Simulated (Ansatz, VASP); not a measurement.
## Two plane-wave programs on C

File INCAR:

```
PREC = Accurate ; ENCUT = 520
EDIFF = 1E-7 ; ISMEAR = 0
SIGMA = 0.05 ; LREAL = F
LASPH = T ; NELM = 60
ALGO = Normal ; ISIF = 2
LWAVE = F ; LCHARG = F
GGA = PE ; NBANDS = 16
```

The input KPOINTS:

```
regular mesh
0
Gamma
  12 12 10
```

POSCAR

```
C
1.0
    0.0000000000     -1.7834000000     -1.7834000000
   -1.7834000000      0.0000000000     -1.7834000000
    1.7834000000      1.7834000000     -3.5668000000
C
4
Direct
    0.7985603568      0.7985603568      0.7338132144
    0.2985603568      0.2985603568      0.2338132144
    0.3264396432      0.3264396432      0.8911867856
    0.8264396432      0.8264396432      0.3911867856
```

Input for Ansatz:

```yaml
crystal:
  lattice:
    - [0.0, -1.7834, -1.7834]
    - [-1.7834, 0.0, -1.7834]
    - [1.7834, 1.7834, -3.5668]
  atoms:
    - { symbol: C, position: [0.7985603568, 0.7985603568, 0.7338132144] }
    - { symbol: C, position: [0.2985603568, 0.2985603568, 0.2338132144] }
    - { symbol: C, position: [0.3264396432, 0.3264396432, 0.8911867856] }
    - { symbol: C, position: [0.8264396432, 0.8264396432, 0.3911867856] }
basis:
  ecutwfc: 420
kpoints:
  mp_grid: { grid: [12, 12, 10] }
hamiltonian:
  xc: pbe
scf:
  occupations: { method: gaussian, width: 0.05 }
output:
  forces: true
  stress: true
  eigenvalues: true
```

Change from the starting cell: mode 10 (1294.7 1/cm) frozen in, largest displacement +0.200 Å.

Alike in both runs: task single point; functional PBE; k mesh 12 × 12 × 10; occupations gaussian, width 0.05 eV; no spin polarisation.

|  | VASP | Ansatz |
| --- | --- | --- |
| version | VASP 6.6.1 | Ansatz 0.2.0 |
| potentials or method | VASP PAW PBE potentials, release 64 (C), cutoff 520 eV | scalar-relativistic, plane waves, PAW |
| valence electrons in the cell | 16 | 16 |

VASP gave:

```
gap on the k mesh at the Fermi level (eV) : 0.05
least direct gap on the mesh (eV)         : 0.23
rms of the force components (eV/Å)        : 2.237
```

Question: What did Ansatz give for the same quantities?

Answer: gap on the k mesh at the Fermi level (eV): 0.06; least direct gap on the mesh (eV): 0.23; rms of the force components (eV/Å): 2.236.

Atom by atom the forces differ by 0.001 eV/Å (rms over components).
